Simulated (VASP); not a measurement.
# SnSe (zincblende type): single point with r2SCAN

The system is SnSe (zincblende type).

```xyz
2
Lattice="0.0000 3.3599 3.3599 3.3599 0.0000 3.3599 3.3599 3.3599 0.0000" Properties=species:S:1:pos:R:3 pbc="T T T"
Sn    0.0000    0.0000    0.0000
Se    1.6800    1.6800    1.6800
```

| Quantity | Value |
| --- | --- |
| Program | VASP 6.6.1 |
| Task | single point |
| Functional | r2SCAN |
| Potentials or basis | VASP PAW PBE potentials, release 64 (Sn_d, Se) |
| Cutoff | 520 eV |
| k mesh | 12 × 12 × 12 |
| Occupations | fermi-dirac, width 0.1 eV |
| Spin | no spin polarisation |
| Dipole correction | no |
| Further INCAR settings | ALGO = Normal; EDIFF = 1e-06; NBANDS = 17 |

| Item | Value |
| --- | --- |
| Pressure | 0.0 GPa |

Levels at points of the mesh, in eV from the Fermi level:
```
           k point  band 8  band 9  band 10  band 11  band 12  band 13
(0.00, 0.00, 0.00)   -2.60   -2.60    -2.60     1.51     1.51     1.51
(0.50, 0.00, 0.00)   -3.13   -3.13    -2.31     2.30     2.30     3.45
(0.50, 0.50, 0.00)   -3.85   -3.85    -0.74     0.00     4.54     4.54
```

Run time: 2 min on 1 thread of Intel(R) Xeon(R) 6975P-C (Granite Rapids), with other jobs on the host, peak memory 0.27 GiB.

Caveat: the PAW data sets were made with another functional, which shifts forces and pressure a little; spin-orbit coupling is left out, which moves the levels of the heavy elements.
